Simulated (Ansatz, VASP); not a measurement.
# AlN: VASP beside Ansatz

INCAR

```
PREC = Accurate ; ENCUT = 520
EDIFF = 1E-7 ; ISMEAR = 0
SIGMA = 0.05 ; LREAL = False
LASPH = True ; NELM = 60
ALGO = Normal ; ISIF = 2
LWAVE = False ; LCHARG = False
GGA = PS ; NBANDS = 16
```

File KPOINTS:

```
Automatic mesh
0
Gamma
  9 9 6
```

POSCAR

```
AlN
1.0
    3.3895474246      0.0000000000      0.0000000000
   -1.6947737123      2.9354341771      0.0000000000
    0.0000000000      0.0000000000      4.1162663925
Al N
2 2
Direct
    0.3333333333      0.6666666667      0.7500000000
    0.6666666667      0.3333333333      0.2500000000
    0.3333333333      0.6666666667      0.2500000000
    0.6666666667      0.3333333333      0.7500000000
```

Input for Ansatz:

```yaml
crystal:
  lattice:
    - [3.3895474246, 0.0, 0.0]
    - [-1.6947737123, 2.9354341771, 0.0]
    - [0.0, 0.0, 4.1162663925]
  atoms:
    - { symbol: Al, position: [0.3333333333, 0.6666666667, 0.75] }
    - { symbol: Al, position: [0.6666666667, 0.3333333333, 0.25] }
    - { symbol: "N", position: [0.3333333333, 0.6666666667, 0.25] }
    - { symbol: "N", position: [0.6666666667, 0.3333333333, 0.75] }
basis:
  ecutwfc: 520.0
kpoints:
  mp_grid: { grid: [9, 9, 6] }
hamiltonian:
  xc: pbesol
  pseudopotentials: { kind: paw, azcp: { folder: soft_1 } }
scf:
  occupations: { method: gaussian, width: 0.05 }
output:
  forces: true
  stress: true
  eigenvalues: true
```

Alike in both runs: task single point; functional PBEsol; k mesh 9 × 9 × 6; occupations gaussian, width 0.05 eV; no spin polarisation.

|  | VASP | Ansatz |
| --- | --- | --- |
| version | VASP 6.6.1 | Ansatz 0.2.0 |
| potentials or method | VASP PAW PBE potentials, release 64 (Al, N), cutoff 520 eV | scalar-relativistic, plane waves, PAW |
| valence electrons in the cell | 16 | 16 |

VASP gave:

```
gap on the k mesh at the Fermi level (eV)                     : 3.10
least direct gap on the mesh (eV)                             : 3.10
pressure (GPa)                                                : -9.6
traceless stress, the component that is largest in VASP (GPa) : 4.35
```

**Question.** What did Ansatz give for the same quantities?

**Answer.** gap on the k mesh at the Fermi level (eV): 3.09; least direct gap on the mesh (eV): 3.09; pressure (GPa): -9.6; traceless stress, the component that is largest in VASP (GPa): 4.31.

VASP's potentials were made for PBE, not for PBEsol, and Ansatz warns of the same on its side. With one functional, cell and mesh, what is left measures potentials, basis and numerics.
